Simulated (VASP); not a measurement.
# CsH (Pm-3m) in VASP: notebook, part 2 of 2

VASP 6.6.1.

## Step 3: Single point, r2SCAN

Contents of POSCAR:

```
CsH
1.0
    3.8130657953      0.0000000000      0.0000000000
    0.0000000000      3.8130657953      0.0000000000
    0.0000000000      0.0000000000      3.8130657953
Cs H
1 1
Direct
    0.0000000000      0.0000000000      0.0000000000
    0.5000000000      0.5000000000      0.5000000000
```

Contents of INCAR.step1:

```
PREC = Accurate
ENCUT = 520
ISMEAR = 0
SIGMA = 0.01
LREAL = F
LASPH = T
NELM = 80
NBANDS = 12
GGA = PE
ALGO = Normal
EDIFF = 1E-4
LWAVE = T
LCHARG = F
```

Contents of INCAR.step2:

```
PREC = Accurate
ENCUT = 520
EDIFF = 1E-7
ISMEAR = 0
SIGMA = 0.01
LREAL = F
LASPH = T
NELM = 80
ALGO = Normal
ISIF = 2
LWAVE = F
LCHARG = T
METAGGA = R2SCAN
LMIXTAU = T
LELF = T
LVHAR = T
NBANDS = 12
ISTART = 1
```

Contents of KPOINTS:

```
regular mesh
0
Gamma
  4 4 4
```

Potentials or basis: VASP PAW PBE potentials, release 64 (Cs_sv, H).

Launch:

```sh
> cat potpaw_PBE.64/Cs_sv/POTCAR potpaw_PBE.64/H/POTCAR > POTCAR
> cp INCAR.step1 INCAR
> mpirun -np 1 vasp_std > vasp.out
> cp INCAR.step2 INCAR
> mpirun -np 1 vasp_std > vasp.out
```

OUTCAR:

```text
PREC = Accurate
   ENCUT = 520
   EDIFF = 1E-7
   ISMEAR = 0
   LREAL = F
   LASPH = T
   NELM = 80
   ISIF = 2
   METAGGA = R2SCAN
   ISTART = 1

 ion  position               nearest neighbor table
   1  0.000  0.000  0.000-
   2  0.500  0.500  0.500-

  LATTYP: Found a simple cubic cell.
 ALAT       =     3.8130657953

  Lattice vectors:

 A1 = (   3.8130657953,   0.0000000000,   0.0000000000)
 A2 = (   0.0000000000,   3.8130657953,   0.0000000000)
 A3 = (   0.0000000000,   0.0000000000,   3.8130657953)

Analysis of symmetry for initial positions (statically):
=====================================================================
 Subroutine PRICEL returns:
 Original cell was already a primitive cell.

 Routine SETGRP: Setting up the symmetry group for a
 simple cubic supercell.

 Subroutine GETGRP returns: Found 48 space group operations
 (whereof 48 operations were pure point group operations)
 out of a pool of 48 trial point group operations.

The static configuration has the point symmetry O_h .

Analysis of symmetry for dynamics (positions and initial velocities):
=====================================================================
 Subroutine PRICEL returns:
 Original cell was already a primitive cell.

 Routine SETGRP: Setting up the symmetry group for a
 simple cubic supercell.

 Subroutine GETGRP returns: Found 48 space group operations
 (whereof 48 operations were pure point group operations)
 out of a pool of 48 trial point group operations.

The dynamic configuration has the point symmetry O_h .

 Subroutine INISYM returns: Found 48 space group operations
 (whereof 48 operations are pure point group operations),
 and found     1 'primitive' translations

[... 103 lines left out ...]
   LORBIT       =      0    0 simple, 1 ext, 2 COOP (PROOUT), +10 PAW based schemes
   METAGGA = R2SCAN    functional components
   LHFCALC =     F    Hartree Fock is set to
   AEXX    =    0.0000 exact exchange contribution
   IVDW    =     0    specifies the selected vdW correction
   LEPSILON=     F    determine dielectric tensor
   LRPA    =     F    only Hartree local field effects (RPA)
 non-spin polarized calculation
 Gauss-broadening in eV      SIGMA  =   0.01
  energy-cutoff  :      520.00
  volume of cell :       55.44
 maximum number of plane-waves:      1510
   NGX = 15   NGY = 15   NGZ = 15

 number of electron      10.0000001 magnetization

 Free energy of the ion-electron system (eV)
  ---------------------------------------------------
  ext. energy  EPLUGINS =         0.00000000
  ---------------------------------------------------
  free energy    TOTEN  =       -28.95528129 eV

  energy without entropy =      -28.95528129  energy(sigma->0) =      -28.95528129

 E-fermi :   0.5821     XC(G=0):  -8.2909

 val. band max:        0.4924742690   @ k =   0.5000   0.5000   0.5000
 cond. band min:       3.6398571443   @ k =   0.5000   0.5000   0.5000
 fundamental gap:      3.1473828753
 Fermi energy:         0.5820673834

 k-point     1 :       0.0000    0.0000    0.0000
  band No.  band energies     occupation
      1     -21.9907      2.00000
      2      -7.6722      2.00000
      3      -7.6722      2.00000
      4      -7.6722      2.00000
      5      -1.4090      2.00000
      6       4.2983      0.00000
      7       4.2983      0.00000
      8       8.5032      0.00000
      9      10.4922      0.00000
     10      10.4922      0.00000
     11      10.4922      0.00000
     12      11.6299      0.00000
[... 121 lines left out ...]
 k-point    10 :       0.5000    0.5000    0.5000
  band No.  band energies     occupation
      1     -21.5159      2.00000
      2      -8.6657      2.00000
      3      -8.6657      2.00000
      4      -8.6657      2.00000
      5       0.4925      2.00000
      6       3.6399      0.00000
      7       3.6399      0.00000
      8       3.6399      0.00000
      9      12.7746      0.00000
     10      12.7746      0.00000
     11      13.2314      0.00000
     12      13.2314      0.00000

------------------------ aborting loop because EDIFF is reached ----------------------------------------

  FORCE on cell =-STRESS in cart. coord.  units (eV):
  Direction    XX          YY          ZZ          XY          YZ          ZX
  --------------------------------------------------------------------------------------
  -------------------------------------------------------------------------------------
  Total        0.0294526      0.0294526      0.0294526      0.0000000      0.0000000      0.0000000
  in kB        0.8511591      0.8511591      0.8511591      0.0000000      0.0000000      0.0000000
  external PRESSURE =       0.8511591 kB  Pullay stress =       0.0000000 kB

 VOLUME and BASIS-vectors are now :
 -----------------------------------------------------------------------------
  energy-cutoff  :      520.00
  volume of cell :       55.44
      direct lattice vectors                 reciprocal lattice vectors
     3.813065795  0.000000000  0.000000000     0.262256162  0.000000000  0.000000000
     0.000000000  3.813065795  0.000000000     0.000000000  0.262256162  0.000000000
     0.000000000  0.000000000  3.813065795     0.000000000  0.000000000  0.262256162

 POSITION                                       TOTAL-FORCE (eV/Angst)
 -----------------------------------------------------------------------------------
      0.00000      0.00000      0.00000         0.000000      0.000000      0.000000
      1.90653      1.90653      1.90653         0.000000      0.000000      0.000000
 -----------------------------------------------------------------------------------
    total drift:                                0.000000      0.000000      0.000000

  FREE ENERGIE OF THE ION-ELECTRON SYSTEM (eV)
  ---------------------------------------------------
  free  energy   TOTEN  =       -28.9552812894 eV

  energy  without entropy=      -28.9552812894  energy(sigma->0) =      -28.95528129
```

OUTCAR.step1:

```text
PREC = Accurate
   ENCUT = 520
   ISMEAR = 0
   LREAL = F
   LASPH = T
[... 353 lines left out ...]
 -----------------------------------------------------------------------------------
      0.00000      0.00000      0.00000         0.000000      0.000000      0.000000
      1.90653      1.90653      1.90653         0.000000      0.000000      0.000000
 -----------------------------------------------------------------------------------
    total drift:                                0.000000      0.000000      0.000000

  FREE ENERGIE OF THE ION-ELECTRON SYSTEM (eV)
  ---------------------------------------------------
  free  energy   TOTEN  =        -4.4426970482 eV

  energy  without entropy=       -4.4426970482  energy(sigma->0) =       -4.44269705
```

Run time: 29 s. Hardware: 1 thread of Intel Xeon 6975P-C, shared host; peak memory 0.16 GiB.

What came out:

* Free energy: -28.9553 eV
* Pressure: 0.1 GPa
* Band gap on the k mesh: 3.15 eV, direct

Levels at points of the mesh, in eV from the valence-band top:
| k point | band 2 | band 3 | band 4 | band 5 | band 6 | band 7 | band 8 | band 9 |
| --- | --- | --- | --- | --- | --- | --- | --- | --- |
| (0.00, 0.00, 0.00) | -8.16 | -8.16 | -8.16 | -1.90 | 3.81 | 3.81 | 8.01 | 10.00 |
| (0.50, 0.00, 0.00) | -9.70 | -8.01 | -8.01 | -0.24 | 3.22 | 4.60 | 6.61 | 6.61 |
| (0.50, 0.50, 0.00) | -9.38 | -9.38 | -7.87 | -1.23 | 5.00 | 6.86 | 7.44 | 7.44 |
| (0.50, 0.50, 0.50) | -9.16 | -9.16 | -9.16 | 0.00 | 3.15 | 3.15 | 3.15 | 12.28 |

Caveat: the PAW data sets were made with another functional, which shifts forces and pressure a little; spin-orbit coupling is left out, which moves the levels of the heavy elements.

## Step 4: Single point, r2SCAN

POSCAR is that of step 3.

Contents of INCAR.step1:

```
SYSTEM = CsH
ALGO = Normal
EDIFF = 1E-4
ENCUT = 520
GGA = PE
ISMEAR = 0
LASPH = .TRUE.
LCHARG = .FALSE.
LREAL = .FALSE.
LWAVE = .TRUE.
NBANDS = 12
NELM = 60
PREC = Accurate
SIGMA = 0.01
```

Contents of INCAR.step2:

```
SYSTEM = CsH
ALGO = Normal
EDIFF = 1E-7
ENCUT = 520
ISIF = 2
ISMEAR = 0
ISTART = 1
LASPH = .TRUE.
LCHARG = .FALSE.
LMIXTAU = .TRUE.
LREAL = .FALSE.
LWAVE = .FALSE.
METAGGA = R2SCAN
NBANDS = 12
NELM = 60
PREC = Accurate
SIGMA = 0.01
```

Contents of KPOINTS:

```
k-points
0
G
  4 4 4
  0 0 0
```

Launch:

```sh
> cat potpaw_PBE.64/Cs_sv/POTCAR potpaw_PBE.64/H/POTCAR > POTCAR
> cp INCAR.step1 INCAR
> mpirun -np 1 vasp_std > vasp.out
> cp INCAR.step2 INCAR
> mpirun -np 1 vasp_std > vasp.out
```

Run time: 23 s. Hardware: 1 thread of Intel Xeon 6975P-C, shared host; peak memory 0.16 GiB.

Results (log left out):

```yaml
Free_energy: -28.9553 eV
Pressure: 0.1 GPa
Band_gap_on_the_k_mesh: 3.15 eV, direct
```

Levels at points of the mesh, in eV from the valence-band top:
```tsv
k point	band 2	band 3	band 4	band 5	band 6	band 7	band 8	band 9
(0.00, 0.00, 0.00)	-8.16	-8.16	-8.16	-1.90	3.81	3.81	8.01	10.00
(0.50, 0.00, 0.00)	-9.70	-8.01	-8.01	-0.24	3.22	4.60	6.61	6.61
(0.50, 0.50, 0.00)	-9.38	-9.38	-7.87	-1.23	5.00	6.86	7.44	7.44
(0.50, 0.50, 0.50)	-9.16	-9.16	-9.16	0.00	3.15	3.15	3.15	12.28
```

Caveat: the PAW data sets were made with another functional, which shifts forces and pressure a little; spin-orbit coupling is left out, which moves the levels of the heavy elements. r2SCAN opens gaps a little over a GGA but as a rule still falls short of measured ones.

## Step 5: Single point, r2SCAN

POSCAR is that of step 4.

Contents of INCAR.step1:

```
PREC = Accurate ; ENCUT = 520
ISMEAR = 0 ; SIGMA = 0.01
LREAL = F ; LASPH = T
NELM = 60 ; NBANDS = 12
GGA = PE ; ALGO = Normal
EDIFF = 1E-4 ; LWAVE = T
LCHARG = F
```

Contents of INCAR.step2:

```
PREC = Accurate ; ENCUT = 520
EDIFF = 1E-6 ; ISMEAR = 0
SIGMA = 0.01 ; LREAL = F
LASPH = T ; NELM = 60
ALGO = Normal ; ISIF = 2
LWAVE = F ; LCHARG = T
METAGGA = R2SCAN ; LMIXTAU = T
LELF = T ; LVHAR = T
NBANDS = 12 ; ISTART = 1
```

Contents of KPOINTS:

```
Automatic mesh
0
Gamma
  6 6 6
```

Launch:

```sh
> cat potpaw_PBE.64/Cs_sv/POTCAR potpaw_PBE.64/H/POTCAR > POTCAR
> cp INCAR.step1 INCAR
> mpirun -np 1 vasp_std > vasp.out
> cp INCAR.step2 INCAR
> mpirun -np 1 vasp_std > vasp.out
```

Run time: 32 s. Hardware: 1 thread of Intel Xeon 6975P-C, shared host; peak memory 0.16 GiB.

The run converged. Its results:

| Item | Value |
| --- | --- |
| Free energy | -28.9566 eV |
| Pressure | 0.1 GPa |
| Band gap on the k mesh | 3.15 eV, direct |

Levels at points of the mesh, in eV from the valence-band top:
| k point | band 2 | band 3 | band 4 | band 5 | band 6 | band 7 | band 8 | band 9 |
| --- | --- | --- | --- | --- | --- | --- | --- | --- |
| (0.00, 0.00, 0.00) | -8.16 | -8.16 | -8.16 | -1.90 | 3.81 | 3.81 | 8.01 | 10.00 |
| (0.50, 0.00, 0.00) | -9.70 | -8.01 | -8.01 | -0.24 | 3.22 | 4.60 | 6.61 | 6.61 |
| (0.50, 0.50, 0.00) | -9.38 | -9.38 | -7.86 | -1.23 | 5.01 | 6.86 | 7.45 | 7.45 |
| (0.50, 0.50, 0.50) | -9.16 | -9.16 | -9.16 | 0.00 | 3.15 | 3.15 | 3.15 | 12.28 |

Caveat: the PAW data sets were made with another functional, which shifts forces and pressure a little; spin-orbit coupling is left out, which moves the levels of the heavy elements.

## Step 6: Summary

| level | potentials or basis | k mesh | gap on the mesh (eV) | pressure (GPa) |
| --- | --- | --- | --- | --- |
| LDA | VASP PAW LDA potentials, release 64 (Cs_sv, H) | 4 × 4 × 4 | 2.27 | -1.8 |
| r2SCAN | VASP PAW PBE potentials, release 64 (Cs_sv, H) | 4 × 4 × 4 | 3.15 | 0.1 |
| r2SCAN | VASP PAW PBE potentials, release 64 (Cs_sv, H) | 6 × 6 × 6 | 3.15 | 0.1 |

Alike in all rows: task single point; no spin polarisation; cell as given; cutoff (eV) 520; smearing gaussian 0.01 eV.

Caveats: spin-orbit coupling is left out, which moves the levels of the heavy elements; the PAW data sets were made with another functional, which shifts forces and pressure a little (some runs).

Absolute energies hang on the potentials; compare differences alone.
